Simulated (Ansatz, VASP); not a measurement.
## ScS4 in VASP and in Ansatz

```
Sc S
1.0
     5.43739    0.00000    0.00000
     0.00000    5.43739    0.00000
     0.00000    0.00000    6.90269
Sc S
2 8
Direct
  0.00000 0.00000 0.25000
  0.00000 0.00000 0.75000
  0.13106 0.36069 0.00000
  0.63931 0.13106 0.00000
  0.86894 0.63931 0.00000
  0.36069 0.86894 0.00000
  0.86894 0.36069 0.50000
  0.36069 0.13106 0.50000
  0.13106 0.63931 0.50000
  0.63931 0.86894 0.50000
```

Alike in both runs: task single point; functional PBE; k mesh 4 × 4 × 4; occupations gaussian, width 0.2 eV; no spin polarisation.

```csv
,VASP,Ansatz
version,VASP 6.6.1,Ansatz 0.2.0
potentials or method,"VASP PAW PBE potentials, release 64 (Sc_sv, S), cutoff 520 eV","scalar-relativistic, plane waves, PAW"
valence electrons in the cell,70,70
```

|  | VASP | Ansatz | Ansatz less VASP |
| --- | --- | --- | --- |
| gap on the k mesh at the Fermi level (eV) | none | none | - |
| pressure (GPa) | -0.1 | 0.0 | +0.18 |
| traceless stress, the component that is largest in VASP (GPa) | 0.35 | 0.13 | -0.214 |
| rms of the force components (eV/Å) | 0.097 | 0.036 | -0.0608 |

Atom by atom the forces differ by 0.061 eV/Å (rms over components). A gap of «none» marks a metal or a gap that the smearing closes.
